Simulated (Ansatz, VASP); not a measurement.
# BaO: VASP beside Ansatz

```
Ba O
1.0
     0.00000    2.78619    2.78619
     2.78619    0.00000    2.78619
     2.78619    2.78619    0.00000
Ba O
1 1
Direct
  0.00000 0.00000 0.00000
  0.50000 0.50000 0.50000
```

Alike in both runs: task single point; functional PBE; k mesh 6 × 6 × 6; no spin polarisation.

|  | VASP | Ansatz |
| --- | --- | --- |
| version | VASP 6.6.1 | Ansatz 0.2.0 |
| potentials or method | VASP PAW PBE potentials, release 64 (Ba_sv, O_h), cutoff 1340 eV | plane waves, PAW |
| occupations | gaussian, width 0.01 eV | fixed |
| valence electrons in the cell | 16 | 16 |

|  | VASP | Ansatz | Ansatz less VASP |
| --- | --- | --- | --- |
| pressure (GPa) | 1.5 | 0.1 | -1.50 |

Neither program's run includes spin-orbit coupling.
